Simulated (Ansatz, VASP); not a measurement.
## ZrGa2S2: VASP beside Ansatz

INCAR

```
PREC = Accurate
ENCUT = 520
EDIFF = 1E-6
ISMEAR = 0
SIGMA = 0.1
LREAL = F
LASPH = T
NELM = 150
ALGO = Normal
ISIF = 2
LWAVE = F
LCHARG = F
ISPIN = 2
MAGMOM = 1 0 0 0 0
LORBIT = 11
LMAXMIX = 4
GGA = PE
NBANDS = 37
```

Contents of KPOINTS:

```
regular mesh
0
Gamma
  6 6 6
```

File POSCAR:

```
ZrGa2S2
1.0
   -2.4724078578      2.4724078578      3.8722122323
    2.4724078578     -2.4724078578      3.8722122323
    2.4724078578      2.4724078578     -3.8722122323
Zr Ga S
1 2 2
Direct
    0.0000000000      0.0000000000      0.0000000000
    0.6518054242      0.6518054242      0.0000000000
    0.3481945758      0.3481945758      0.0000000000
    0.2500000000      0.7500000000      0.5000000000
    0.7500000000      0.2500000000      0.5000000000
```

Input for Ansatz:

```yaml
crystal:
  lattice:
    - [-2.4724078578, 2.4724078578, 3.8722122323]
    - [2.4724078578, -2.4724078578, 3.8722122323]
    - [2.4724078578, 2.4724078578, -3.8722122323]
  atoms:
    - { symbol: Zr, position: [0.0, 0.0, 0.0], spin: 1.0 }
    - { symbol: Ga, position: [0.6518054242, 0.6518054242, 0.0] }
    - { symbol: Ga, position: [0.3481945758, 0.3481945758, 0.0] }
    - { symbol: S, position: [0.25, 0.75, 0.5] }
    - { symbol: S, position: [0.75, 0.25, 0.5] }
basis:
  ecutwfc: 420
kpoints:
  mp_grid: { grid: [6, 6, 6] }
hamiltonian:
  xc: pbe
scf:
  occupations: { method: gaussian, width: 0.1 }
  lower_state_search: "off"
output:
  forces: true
  stress: true
  eigenvalues: true
  populations: true
magnetization:
  spin_polarized: true
```

Change from the starting cell: species swapped into the DyNi2Ge2 type (I4/mmm, No. 139).

Alike in both runs: task single point; functional PBE; k mesh 6 × 6 × 6; occupations gaussian, width 0.1 eV; collinear spin.

|  | VASP | Ansatz |
| --- | --- | --- |
| version | VASP 6.6.1 | Ansatz 0.2.0 |
| potentials or method | VASP PAW PBE potentials, release 64 (Zr_sv, Ga_d, S), cutoff 520 eV | scalar-relativistic, plane waves, PAW |
| valence electrons in the cell | 50 | 50 |

```tsv
	VASP	Ansatz	Ansatz less VASP
gap on the k mesh at the Fermi level (eV)	none	none	-
pressure (GPa)	0.6	0.6	-0.08
traceless stress, the component that is largest in VASP (GPa)	-0.48	-0.54	-0.053
rms of the force components (eV/Å)	0.029	0.028	-0.0009
net moment per atom (μB)	0.13	0.13	-0.001
size of the moment on the site where the two differ most (μB)	0.38	0.32	-0.060
```

Site moments also hang on the region over which each program counts them. Atom by atom the forces differ by 0.001 eV/Å (rms over components). A gap of «none» marks a metal or a gap that the smearing closes.
